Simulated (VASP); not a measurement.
Input of a VASP 6.6.1 run:

INCAR

```
ALGO = Normal
EDIFF = 1E-6
ENCUT = 520
GGA = PE
ISIF = 2
ISMEAR = -1
LASPH = True
LCHARG = False
LREAL = False
LWAVE = False
NBANDS = 14
NELM = 80
PREC = Accurate
SIGMA = 0.03
```

File KPOINTS:

```
k-points
0
Gamma
  10 10 10
```

POSCAR

```
HfN
1.0
    0.0000000000      2.2590000000      2.2590000000
    2.2590000000      0.0000000000      2.2590000000
    2.2590000000      2.2590000000      0.0000000000
Hf N
1 1
Direct
    0.0000000000      0.0000000000      0.0000000000
    0.5000000000      0.5000000000      0.5000000000
```

Potentials or basis: VASP PAW PBE potentials, release 64 (Hf_pv, N).

Command:

```sh
$ cat potpaw_PBE.64/Hf_pv/POTCAR potpaw_PBE.64/N/POTCAR > POTCAR
$ mpirun -np 1 vasp_std > vasp.out
```

Estimate the pressure.

3.1 GPa.
